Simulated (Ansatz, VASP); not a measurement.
## TaIn2 in VASP and in Ansatz

```
CELL_PARAMETERS angstrom
0.00000 3.17059 3.17059
3.17059 0.00000 3.17059
3.17059 3.17059 0.00000
ATOMIC_POSITIONS crystal
Ta 0.00000 0.00000 0.00000
In 0.25000 0.25000 0.25000
In 0.75000 0.75000 0.75000
```

Alike in both runs: task relaxation of cell and atoms; functional PBE; k mesh 6 × 6 × 6; occupations gaussian, width 0.1 eV; no spin polarisation.

|  | VASP | Ansatz |
| --- | --- | --- |
| version | VASP 6.6.1 | Ansatz 0.2.0 |
| potentials or method | VASP PAW PBE potentials, release 64 (Ta_pv, In_d), cutoff 600 eV | scalar-relativistic, plane waves, PAW |
| valence electrons in the cell | 37 | 39 |

```tsv
	VASP	Ansatz	Ansatz less VASP
gap on the k mesh at the Fermi level, each at its own relaxed structure (eV)	none	none	-
relaxed volume (Å³/atom)	25.47	25.44	-0.029
relaxed cell length with the largest relative difference (Å)	4.763	4.761	-0.0018
```

A gap of «none» marks a metal or a gap that the smearing closes. VASP's potentials hold 37 valence electrons a cell and Ansatz's 39, so a difference there can come from the potentials and not from the codes.

Spin-orbit coupling is off throughout. Noted on VASP's run: the volume moved by over 15 % at a fixed basis, so the end points are rough.
